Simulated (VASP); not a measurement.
# Li2F: single point with PBE

The system is Li2F.

```
Li F
1.0
    -2.90179   -0.00029   -0.00482
     0.00058    4.99847    0.00773
     1.44232   -0.84083   -5.06204
Li F
4 2
Direct
  0.88513 0.62815 0.76785
  0.38517 0.12815 0.76785
  0.61488 0.87185 0.23217
  0.11490 0.37185 0.23213
  0.99996 0.00000 0.00001
  0.49996 0.49999 0.99999
```

```
Program                : VASP 6.6.1
Task                   : single point
Functional             : PBE
Potentials or basis    : VASP PAW PBE potentials, release 64 (Li_sv, F)
Cutoff                 : 520 eV
k mesh                 : 8 × 6 × 8
Occupations            : gaussian, width 0.1 eV
Spin                   : no spin polarisation
Dipole correction      : no
Further INCAR settings : ALGO = Normal; EDIFF = 1e-07; NBANDS = 22
```

The band gap on the k mesh is zero (bands 13 and 14 overlap by 2.86 eV).

Levels at points of the mesh, in eV from the Fermi level:
| k point | band 11 | band 12 | band 13 | band 14 | band 15 | band 16 |
| --- | --- | --- | --- | --- | --- | --- |
| (0.00, 0.00, 0.00) | -6.72 | -6.71 | -2.79 | 2.12 | 2.31 | 3.40 |
| (0.50, 0.00, 0.00) | -7.59 | -7.59 | 0.97 | 0.97 | 4.48 | 4.48 |
| (0.00, 0.50, 0.00) | -6.97 | -6.97 | -1.50 | -1.50 | 4.17 | 4.17 |
| (0.50, 0.50, 0.00) | -7.19 | -7.18 | 1.02 | 2.09 | 2.24 | 3.14 |
| (0.00, 0.00, 0.50) | -6.72 | -6.72 | -2.12 | 1.05 | 1.78 | 3.18 |
| (0.50, 0.00, 0.50) | -7.59 | -7.59 | 0.98 | 0.98 | 4.48 | 4.48 |
| (0.00, 0.50, 0.50) | -6.97 | -6.97 | -1.06 | -1.06 | 2.97 | 2.97 |
| (0.50, 0.50, 0.50) | -7.19 | -7.18 | 1.03 | 2.08 | 2.28 | 3.11 |

Wall time 3.7 min on 1 thread of AMD EPYC 7R13 Processor (Zen 3), with other jobs on the host, peak memory 0.31 GiB.
